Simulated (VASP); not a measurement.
# ZnSe (Stilleite) (F-43m) in VASP: settings compared

ZnSe (Stilleite) is run at these levels: LDA, PBE+D3(BJ); tasks: relaxation of cell and atoms.

All numbers are computed with VASP 6.6.1; they aren't measurements. Logs are shortened: lines on timing, memory, paths and dates and some standing lists are left out, and cuts for length are marked.

## 1. The cell of the first run

It takes space group F-43m (No. 216, cubic). The conventional cell has a = 5.668 Å, b = 5.668 Å, c = 5.668 Å, α = 90.00°, β = 90.00°, γ = 90.00°. Within 3.2 Å of Zn (site symmetry -43m) lie 4 Se at 2.45 Å. Within 3.2 Å of Se (site symmetry -43m) lie 4 Zn at 2.45 Å.

## 2. Relaxation of cell and atoms, LDA

The input, INCAR:

```
PREC = Accurate
ENCUT = 600
EDIFF = 1E-6
ISMEAR = 0
SIGMA = 0.01
LREAL = False
LASPH = True
NELM = 100
ALGO = Normal
ISIF = 3
LWAVE = False
LCHARG = False
IBRION = 2
NSW = 80
EDIFFG = -0.01
```

The input, KPOINTS:

```
regular mesh
0
Gamma
  6 6 6
```

The input, POSCAR:

```
ZnSe
1.0
    0.0000000000      2.8338000000      2.8338000000
    2.8338000000      0.0000000000      2.8338000000
    2.8338000000      2.8338000000      0.0000000000
Zn Se
1 1
Direct
    0.0000000000      0.0000000000      0.0000000000
    0.2500000000      0.2500000000      0.2500000000
```

Potentials or basis: VASP PAW LDA potentials, release 64 (Zn, Se).

Run with:

```sh
$ cat potpaw_LDA.64/Zn/POTCAR potpaw_LDA.64/Se/POTCAR > POTCAR
$ mpirun -np 1 vasp_std > vasp.out
```

OUTCAR:

```text
PREC = Accurate
   ENCUT = 600
   EDIFF = 1E-6
   ISMEAR = 0
   LREAL = False
   LASPH = True
   NELM = 100
   ISIF = 3
   IBRION = 2
   NSW = 80
   EDIFFG = -0.01

 ion  position               nearest neighbor table
   1  0.000  0.000  0.000-   2 2.45   2 2.45   2 2.45   2 2.45
   2  0.250  0.250  0.250-   1 2.45   1 2.45   1 2.45   1 2.45

  LATTYP: Found a face centered cubic cell.
 ALAT       =     5.6676000000

  Lattice vectors:

 A1 = (   0.0000000000,   2.8338000000,   2.8338000000)
 A2 = (   2.8338000000,   0.0000000000,   2.8338000000)
 A3 = (   2.8338000000,   2.8338000000,   0.0000000000)

Analysis of symmetry for initial positions (statically):
=====================================================================
 Subroutine PRICEL returns:
 Original cell was already a primitive cell.

 Routine SETGRP: Setting up the symmetry group for a
 face centered cubic supercell.

 Subroutine GETGRP returns: Found 24 space group operations
 (whereof 24 operations were pure point group operations)
 out of a pool of 48 trial point group operations.

The static configuration has the point symmetry T_d .

Analysis of symmetry for dynamics (positions and initial velocities):
=====================================================================
 Subroutine PRICEL returns:
 Original cell was already a primitive cell.

 Routine SETGRP: Setting up the symmetry group for a
 face centered cubic supercell.

 Subroutine GETGRP returns: Found 24 space group operations
 (whereof 24 operations were pure point group operations)
 out of a pool of 48 trial point group operations.

The dynamic configuration has the point symmetry T_d .

 Subroutine INISYM returns: Found 24 space group operations
 (whereof 24 operations are pure point group operations),
 and found     1 'primitive' translations

----------------------------------------------------------------------------------------

                                     Primitive cell

  volume of cell :      45.5132

  direct lattice vectors                    reciprocal lattice vectors
     0.000000000  2.833800000  2.833800000    -0.176441527  0.176441527  0.176441527
     2.833800000  0.000000000  2.833800000     0.176441527 -0.176441527  0.176441527
     2.833800000  2.833800000  0.000000000     0.176441527  0.176441527 -0.176441527

  length of vectors
     4.007598393  4.007598393  4.007598393     0.305605690  0.305605690  0.305605690

  position of ions in fractional coordinates (direct lattice)
     0.000000000  0.000000000  0.000000000
     0.250000000  0.250000000  0.250000000

  ion indices of the primitive-cell ions
   primitive index   ion index
                 1           1
                 2           2

----------------------------------------------------------------------------------------

 KPOINTS: regular mesh

Automatic generation of k-mesh.
 Grid dimensions read from file:
 generate k-points for:    6    6    6

 Generating k-lattice:

  Cartesian coordinates                     Fractional coordinates (reciprocal lattice)
    -0.029406921  0.029406921  0.029406921     0.166666667  0.000000000  0.000000000
     0.029406921 -0.029406921  0.029406921     0.000000000  0.166666667  0.000000000
     0.029406921  0.029406921 -0.029406921     0.000000000  0.000000000  0.166666667

  Length of vectors
     0.050934282  0.050934282  0.050934282

  Shift w.r.t. Gamma in fractional coordinates (k-lattice)
     0.000000000  0.000000000  0.000000000

 Subroutine IBZKPT returns following result:
 ===========================================

 Found     16 irreducible k-points:

 Following reciprocal coordinates:
            Coordinates               Weight
  0.000000  0.000000  0.000000      1.000000
  0.166667  0.000000  0.000000      8.000000
  0.333333  0.000000  0.000000      8.000000
  0.500000  0.000000  0.000000      4.000000
  0.166667  0.166667  0.000000      6.000000
  0.333333  0.166667  0.000000     24.000000
[... 8 lines left out ...]
 -0.333333  0.333333  0.166667     24.000000
 -0.333333  0.500000  0.166667     12.000000
   k-points           NKPTS =     16   k-points in BZ     NKDIM =     16   number of bands    NBANDS=     13
   number of dos      NEDOS =    301   number of ions     NIONS =      2
   total plane-waves  NPLWV =  32768
   dimension x,y,z NGX =    32 NGY =   32 NGZ =   32
   dimension x,y,z NGXF=    64 NGYF=   64 NGZF=   64
   ions per type =               1   1
   NGX,Y,Z   is equivalent  to a cutoff of  13.27, 13.27, 13.27 a.u.
   NGXF,Y,Z  is equivalent  to a cutoff of  26.55, 26.55, 26.55 a.u.
 SYSTEM =  unknown system
   PREC   = accura    normal or accurate (medium, high low for compatibility)
   ISTART =      0    job   : 0-new  1-cont  2-samecut
   ICHARG =      2    charge: 1-file 2-atom 10-const
   ISPIN  =      1    spin polarized calculation?
   LNONCOLLINEAR =      F non collinear calculations
   LSORBIT =      F    spin-orbit coupling
   LASPH  =      T    aspherical Exc in radial PAW
   ENCUT  =  600.0 eV  44.10 Ry    6.64 a.u.   8.00  8.00  8.00*2*pi/ulx,y,z
   NELM   =    100;   NELMIN=  2; NELMDL= -5     # of ELM steps
   EDIFF  = 0.1E-05   stopping-criterion for ELM
   LREAL  =      F    real-space projection
   EDIFFG = -.1E-01   stopping-criterion for IOM
   NSW    =     80    number of steps for IOM
   IBRION =      2    ionic relax: 0-MD 1-quasi-New 2-CG
   NFREE  =      1    steps in history (QN), initial steepest desc. (CG)
   ISIF   =      3    stress and relaxation
   ISYM   =      2    0-nonsym 1-usesym 2-fastsym
   POTIM  = 0.5000    time-step for ionic-motion
   TEBEG  =    0.0;   TEEND  =   0.0 temperature during run
   PSTRESS=    0.0 pullay stress
   NELECT =      18.0000    total number of electrons
   NUPDOWN=      -1.0000    fix difference up-down
   EMIN   =  10.00;   EMAX   =-10.00  energy-range for DOS
   EFERMI =   0.00;   METHOD = LEGACY
   ISMEAR =     0;   SIGMA  =   0.01  broadening in eV -4-tet -1-fermi 0-gaus
   EFERMI_NEDOS =   21; number of points for ismear=-14 and -15
   IALGO  =     38    algorithm
   IMIX   =      4    mixing-type and parameters
     AMIX     =   0.40;   BMIX     =  1.00
     AMIX_MAG =   1.60;   BMIX_MAG =  1.00
  volume/ion in A,a.u.               =      22.76       153.57
  Fermi-wavevector in a.u.,A,eV,Ry     =   1.201673  2.270834 19.647073  1.444019
  Thomas-Fermi vector in A             =   2.337476
   LORBIT       =      0    0 simple, 1 ext, 2 COOP (PROOUT), +10 PAW based schemes
   GGA     = CA    functional components
   LHFCALC =     F    Hartree Fock is set to
   AEXX    =    0.0000 exact exchange contribution
   IVDW    =     0    specifies the selected vdW correction
   LEPSILON=     F    determine dielectric tensor
   LRPA    =     F    only Hartree local field effects (RPA)
 conjugate gradient relaxation of ions
 non-spin polarized calculation
 Gauss-broadening in eV      SIGMA  =   0.01
  energy-cutoff  :      600.00
  volume of cell :       45.51
 maximum number of plane-waves:      1536
   NGX = 17   NGY = 17   NGZ = 17

--------------------------------------- Ionic step        1  -------------------------------------------

 number of electron      17.9999993 magnetization

 Free energy of the ion-electron system (eV)
  ---------------------------------------------------
  ext. energy  EPLUGINS =         0.00000000
  ---------------------------------------------------
  free energy    TOTEN  =        -7.34423161 eV

  energy without entropy =       -7.34423161  energy(sigma->0) =       -7.34423161

------------------------ aborting loop because EDIFF is reached ----------------------------------------

  FORCE on cell =-STRESS in cart. coord.  units (eV):
  Direction    XX          YY          ZZ          XY          YZ          ZX
  --------------------------------------------------------------------------------------
  -------------------------------------------------------------------------------------
  Total       -0.8838181     -0.8838181     -0.8838181      0.0000000      0.0000000      0.0000000
  in kB      -31.1125697    -31.1125697    -31.1125697      0.0000000      0.0000000      0.0000000
  external PRESSURE =     -31.1125697 kB  Pullay stress =       0.0000000 kB

 VOLUME and BASIS-vectors are now :
 -----------------------------------------------------------------------------
  energy-cutoff  :      600.00
  volume of cell :       45.51
      direct lattice vectors                 reciprocal lattice vectors
     0.000000000  2.833800000  2.833800000    -0.176441527  0.176441527  0.176441527
     2.833800000  0.000000000  2.833800000     0.176441527 -0.176441527  0.176441527
     2.833800000  2.833800000  0.000000000     0.176441527  0.176441527 -0.176441527

 POSITION                                       TOTAL-FORCE (eV/Angst)
 -----------------------------------------------------------------------------------
      0.00000      0.00000      0.00000         0.000000      0.000000      0.000000
      1.41690      1.41690      1.41690        -0.000000     -0.000000     -0.000000
 -----------------------------------------------------------------------------------
    total drift:                                0.000000      0.000000      0.000000

  FREE ENERGIE OF THE ION-ELECTRON SYSTEM (eV)
  ---------------------------------------------------
  free  energy   TOTEN  =        -7.3442316066 eV
[... 89 lines left out ...]
 VOLUME and BASIS-vectors are now :
 -----------------------------------------------------------------------------
  energy-cutoff  :      600.00
  volume of cell :       43.28
      direct lattice vectors                 reciprocal lattice vectors
    -0.000000000  2.786645264  2.786645264    -0.179427215  0.179427215  0.179427215
     2.786645264  0.000000000  2.786645264     0.179427215 -0.179427215  0.179427215
     2.786645264  2.786645264  0.000000000     0.179427215  0.179427215 -0.179427215

 POSITION                                       TOTAL-FORCE (eV/Angst)
 -----------------------------------------------------------------------------------
      0.00000      0.00000      0.00000        -0.000000      0.000000     -0.000000
      1.39332      1.39332      1.39332         0.000000     -0.000000      0.000000
 -----------------------------------------------------------------------------------
    total drift:                                0.000000      0.000000      0.000001

  FREE ENERGIE OF THE ION-ELECTRON SYSTEM (eV)
  ---------------------------------------------------
  free  energy   TOTEN  =        -7.3658807210 eV

  energy  without entropy=       -7.3658807210  energy(sigma->0) =       -7.36588072

--------------------------------------- Ionic step        5  -------------------------------------------

 number of electron      17.9999990 magnetization

 Free energy of the ion-electron system (eV)
  ---------------------------------------------------
  ext. energy  EPLUGINS =         0.00000000
  ---------------------------------------------------
  free energy    TOTEN  =        -7.36591880 eV

  energy without entropy =       -7.36591880  energy(sigma->0) =       -7.36591880

 E-fermi :   2.0565     XC(G=0):  -9.9133

 val. band max:        1.9466104890   @ k =   0.0000   0.0000   0.0000
 cond. band min:       3.2120278794   @ k =   0.0000   0.0000   0.0000
 fundamental gap:      1.2654173904
 Fermi energy:         2.0565450985

 k-point     1 :       0.0000    0.0000    0.0000
  band No.  band energies     occupation
      1     -11.6632      2.00000
      2      -4.9219      2.00000
      3      -4.9219      2.00000
      4      -4.9219      2.00000
      5      -4.5189      2.00000
      6      -4.5189      2.00000
      7       1.9466      2.00000
      8       1.9466      2.00000
      9       1.9466      2.00000
     10       3.2120      0.00000
     11       7.6288      0.00000
     12       7.6288      0.00000
     13       7.6288      0.00000

 k-point     2 :       0.1667    0.0000    0.0000
  band No.  band energies     occupation
      1     -11.4708      2.00000
      2      -4.9099      2.00000
      3      -4.8928      2.00000
      4      -4.8928      2.00000
      5      -4.5211      2.00000
      6      -4.5211      2.00000
      7      -0.0837      2.00000
      8       1.6673      2.00000
      9       1.6673      2.00000
     10       4.4949      0.00000
     11       7.7410      0.00000
     12       8.0585      0.00000
     13       8.0585      0.00000
[... 235 lines left out ...]
 VOLUME and BASIS-vectors are now :
 -----------------------------------------------------------------------------
  energy-cutoff  :      600.00
  volume of cell :       43.37
      direct lattice vectors                 reciprocal lattice vectors
     0.000000000  2.788642796  2.788642796    -0.179298690  0.179298690  0.179298690
     2.788642796  0.000000000  2.788642796     0.179298690 -0.179298690  0.179298690
     2.788642796  2.788642796  0.000000000     0.179298690  0.179298690 -0.179298690

 POSITION                                       TOTAL-FORCE (eV/Angst)
 -----------------------------------------------------------------------------------
      2.78864      0.00000      2.78864         0.000000      0.000000      0.000000
      1.39432      1.39432      1.39432        -0.000000     -0.000000     -0.000000
 -----------------------------------------------------------------------------------
    total drift:                                0.000000      0.000000      0.000000

  FREE ENERGIE OF THE ION-ELECTRON SYSTEM (eV)
  ---------------------------------------------------
  free  energy   TOTEN  =        -7.3659187960 eV

  energy  without entropy=       -7.3659187960  energy(sigma->0) =       -7.36591880

 reached required accuracy - stopping structural energy minimisation
```

Wall time 35 s (1 thread of Intel Xeon Platinum 8259CL at 2.50GHz (Skylake/Cascade Lake), shared host); peak memory 0.17 GiB.

Results:

```yaml
Free_energy: -7.3659 eV
Relaxed_volume: 21.69 Å³/atom
Relaxed_cell: a = 3.944 Å, b = 3.944 Å, c = 3.944 Å, α = 60.00°, β = 60.00°, γ = 60.00°
Space_group_after_relaxing_to_0.05_Å: F-43m (No. 216)
Energy_gained_by_relaxing: 10.8 meV/atom
Ionic_steps: 5
Pressure_after_relaxing: 0.0 GPa
Band_gap_on_the_k_mesh: 1.27 eV, direct
```

The path:
| step | energy change (eV) | largest force (eV/Å) | pressure (GPa) | volume (Å³) |
| --- | --- | --- | --- | --- |
| 1 | 0.0000 | 0.0000 | -3.11 | 45.51 |
| 2 | -0.0191 | 0.0000 | 1.19 | 42.66 |
| 3 | -0.0217 | 0.0000 | -0.16 | 43.36 |
| 4 | -0.0216 | 0.0000 | 0.12 | 43.28 |
| 5 | -0.0217 | 0.0000 | 0.02 | 43.37 |

Final structure:
```cif
data_structure
_symmetry_space_group_name_H-M 'P 1'
_symmetry_Int_Tables_number 1
_cell_length_a 3.9437
_cell_length_b 3.9437
_cell_length_c 3.9437
_cell_angle_alpha 60.000
_cell_angle_beta 60.000
_cell_angle_gamma 60.000
_cell_volume 43.37
loop_
_atom_site_label
_atom_site_type_symbol
_atom_site_fract_x
_atom_site_fract_y
_atom_site_fract_z
_atom_site_occupancy
Zn1 Zn 0.00000 0.00000 0.00000 1
Se1 Se 0.25000 0.25000 0.25000 1
```

Levels at points of the mesh, in eV from the valence-band top:
```
           k point  band 7  band 8  band 9  band 10  band 11  band 12
(0.00, 0.00, 0.00)    0.00    0.00    0.00     1.27     5.68     5.68
(0.50, 0.00, 0.00)   -5.61   -0.95   -0.95     2.45     6.27     6.27
(0.50, 0.50, 0.00)   -5.04   -2.38   -2.38     2.69     3.31    10.88
```

Expect the measured gap to be larger: semilocal functionals such as LDA lack the derivative discontinuity. LDA usually gives volumes a few per cent too small.

## 3. Relaxation of cell and atoms, PBE+D3(BJ)

The input, INCAR:

```
ALGO = Normal ; EDIFF = 1E-6
EDIFFG = -0.01 ; ENCUT = 600
GGA = PE ; IBRION = 2
ISIF = 3 ; ISMEAR = 0
IVDW = 12 ; LASPH = T
LCHARG = F ; LREAL = F
LWAVE = F ; NELM = 100
NSW = 80 ; PREC = Accurate
SIGMA = 0.01
```

The input, KPOINTS:

```
k-points
0
Gamma
  6 6 6
```

POSCAR is that of step 2.

Potentials or basis: VASP PAW PBE potentials, release 64 (Zn, Se).

Run with:

```sh
$ cat potpaw_PBE.64/Zn/POTCAR potpaw_PBE.64/Se/POTCAR > POTCAR
$ mpirun -np 1 vasp_std > vasp.out
```

Wall time 18 s (1 thread of Intel Xeon Platinum 8259CL at 2.50GHz (Skylake/Cascade Lake), shared host); peak memory 0.2 GiB.

The run converged. Its results:

```
Free energy                            : -6.6593 eV
Relaxed volume                         : 22.68 Å³/atom
Relaxed cell                           : a = 4.003 Å, b = 4.003 Å, c = 4.003 Å, α = 60.00°, β = 60.00°, γ = 60.00°
Space group after relaxing (to 0.05 Å) : F-43m (No. 216)
Energy gained by relaxing              : 0.0 meV/atom
Ionic steps                            : 2
Pressure after relaxing                : 0.0 GPa
Band gap on the k mesh                 : 1.30 eV, direct
Dispersion energy per atom             : -0.323 eV
```

Final structure:
```xyz
2
Lattice="0.0000 2.8306 2.8306 2.8306 0.0000 2.8306 2.8306 2.8306 0.0000" Properties=species:S:1:pos:R:3 pbc="T T T"
Zn    0.0000    0.0000    0.0000
Se    1.4153    1.4153    1.4153
```

Levels at points of the mesh, in eV from the valence-band top:
| k point | band 6 | band 7 | band 8 | band 9 | band 10 | band 11 | band 12 | band 13 |
| --- | --- | --- | --- | --- | --- | --- | --- | --- |
| (0.00, 0.00, 0.00) | -6.19 | 0.00 | 0.00 | 0.00 | 1.30 | 5.80 | 5.80 | 5.80 |
| (0.50, 0.00, 0.00) | -6.03 | -5.25 | -0.87 | -0.87 | 2.55 | 6.38 | 6.38 | 8.59 |
| (0.50, 0.50, 0.00) | -6.01 | -4.77 | -2.20 | -2.20 | 2.97 | 3.46 | 10.76 | 11.27 |

Expect the measured gap to be larger: semilocal functionals such as PBE lack the derivative discontinuity.
